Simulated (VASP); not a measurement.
Crystal: CuO2.

```
Cu O
1.0
     3.92507    0.00000    0.00000
    -1.96253    3.39921    0.00000
     0.00000    0.00000    5.70627
Cu O
2 4
Direct
  0.00000 0.00000 0.50000
  0.00000 0.00000 0.00000
  0.33333 0.66667 0.62154
  0.66667 0.33333 0.62154
  0.66667 0.33333 0.37846
  0.33333 0.66667 0.37846
```

```yaml
Program: VASP 6.6.1
Task: relaxation of cell and atoms
Functional: PBE
Potentials_or_basis: VASP PAW PBE potentials, release 64 (Cu, O)
Cutoff: 600 eV
k_mesh: 6 × 6 × 4
Occupations: gaussian, width 0.1 eV
Spin: collinear spin, antiferromagnetic start
Starting_moments: "[1.0, -1.0, 0.0, 0.0, 0.0, 0.0] μB"
```

At the start: pressure 2.1 GPa; volume 12.69 Å³/atom.

**Question.** Where does the relaxation end?

**Answer.** Over 21 steps the energy falls by 127.9 meV/atom and the volume is 12.15 Å³/atom (-4.3 %); space group P6/mmm (No. 191, to 0.05 Å); moment 0.00 μB per cell.

Step by step:
```csv
step,energy change (eV),largest force (eV/Å),pressure (GPa),volume (Å³)
1,0.0000,1.0764,2.12,76.13
2,0.3361,6.9771,13.67,77.79
3,-0.2025,1.1710,5.11,76.87
4,-0.4578,0.0799,-2.10,81.70
5,-0.4751,0.2799,-3.97,83.45
6,-0.5026,1.8518,-0.59,82.89
7,-0.5283,0.9318,-2.18,83.15
8,-0.6140,0.5909,-2.79,81.66
9,-0.6581,0.2646,-3.06,79.38
10,-0.6588,0.3157,-3.08,79.72
11,-0.7082,0.2160,-3.51,77.85
12,-0.7284,0.7185,-3.80,75.66
13,-0.7503,0.4687,-2.45,74.47
14,-0.7640,0.0596,-0.24,72.62
15,-0.7649,0.0100,-0.20,72.72
16,-0.7657,0.1054,-0.19,72.94
17,-0.7663,0.0702,-0.27,72.96
18,-0.7668,0.0164,-0.41,72.99
19,-0.7669,0.0869,-0.72,73.04
20,-0.7670,0.0347,-0.62,73.01
21,-0.7676,0.0127,-0.37,72.88
```

Final structure:
```xyz
6
Lattice="4.1906 0.0000 0.0000 -2.0953 3.6292 0.0000 0.0000 0.0000 4.7923" Properties=species:S:1:pos:R:3 pbc="T T T"
Cu    0.0000    0.0000    2.3961
Cu    0.0000    0.0000    4.7923
O     0.0000    2.4195    3.0722
O     2.0953    1.2097    3.0722
O     2.0953    1.2097    1.7200
O     0.0000    2.4195    1.7200
```
